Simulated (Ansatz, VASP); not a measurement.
**One calculation of ZnB6, two programs**

```
Zn B
1.0
     4.13066    0.00000    0.00000
     0.00000    4.13066    0.00000
     0.00000    0.00000    4.13066
Zn B
1 6
Direct
  0.00000 0.00000 0.00000
  0.19887 0.50000 0.50000
  0.50000 0.80113 0.50000
  0.50000 0.19887 0.50000
  0.80113 0.50000 0.50000
  0.50000 0.50000 0.19887
  0.50000 0.50000 0.80113
```

Change from the starting cell: species swapped into the DyB6 type (Pm-3m, No. 221).

Alike in both runs: task relaxation of cell and atoms; functional PBE; k mesh 10 × 10 × 10; occupations gaussian, width 0.1 eV; no spin polarisation.

|  | VASP | Ansatz |
| --- | --- | --- |
| version | VASP 6.6.1 | Ansatz 0.2.0 |
| potentials or method | VASP PAW PBE potentials, release 64 (Zn, B), cutoff 500 eV | scalar-relativistic, plane waves, PAW |
| valence electrons in the cell | 30 | 30 |

Ansatz gave:

```
gap on the k mesh at the Fermi level, each at its own relaxed structure (eV) : none
relaxed volume (Å³/atom)                                                     : 10.08
relaxed length of the cell vector where the two differ most in proportion (Å)              : 4.132
```

**Question.** Which values does VASP return?

**Answer.** gap on the k mesh at the Fermi level, each at its own relaxed structure (eV): none; relaxed volume (Å³/atom): 10.09; relaxed length of the cell vector where the two differ most in proportion (Å): 4.134.

A gap of «none» marks a metal or a gap that the smearing closes.
